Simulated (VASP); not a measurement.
Wanted: the native input for a VASP 6.6.1 run.

* Task: single point
* Functional: PBE
* Potentials or basis: VASP PAW PBE potentials, release 64 (C, Si)
* Cutoff: 520 eV
* k mesh: 10 × 10 × 6
* Occupations: fermi-dirac, width 0.02 eV
* Spin: no spin polarisation
* Dipole correction: no
* Further INCAR settings: ALGO = Normal; EDIFF = 1e-07; NBANDS = 16

The structure of SiC3 lies in POSCAR:

```
SiC3
1.0
    2.7144661473      0.0000000000      0.0000000000
    0.0000000000      2.7144661473      0.0000000000
    0.0000000000      0.0000000000      3.9702053231
C Si
3 1
Direct
    0.5000000000      0.0000000000      0.7886958777
    0.5000000000      0.5000000000      0.0000000000
    0.0000000000      0.5000000000      0.2113041223
    0.0000000000      0.0000000000      0.5000000000
```

This cell differs from its parent crystal: strain -2.9%.

The input as run:

INCAR

```
SYSTEM = SiC3
PREC = Accurate
ENCUT = 520
EDIFF = 1E-7
ISMEAR = -1
SIGMA = 0.02
LREAL = .False.
LASPH = .True.
NELM = 80
ALGO = Normal
ISIF = 2
LWAVE = .False.
LCHARG = .False.
GGA = PE
NBANDS = 16
```

KPOINTS

```
Automatic mesh
0
Gamma
  10 10 6
  0 0 0
```

Potentials or basis: VASP PAW PBE potentials, release 64 (C, Si).

Command:

```bash
$ cat potpaw_PBE.64/C/POTCAR potpaw_PBE.64/Si/POTCAR > POTCAR
$ mpirun -np 1 vasp_std > vasp.out
```

Results of the run:

```yaml
Pressure: 33.8 GPa
Largest_force: 0.353 eV/Å
Band_gap_on_the_k_mesh: 1.31 eV, indirect (least direct gap 1.77 eV)
```

Caveat: the cell differs from its parent crystal (strain -2.9%).

Run time: 38 s on 1 thread of Intel Xeon 6975P-C, on a shared host, peak memory 0.15 GiB.
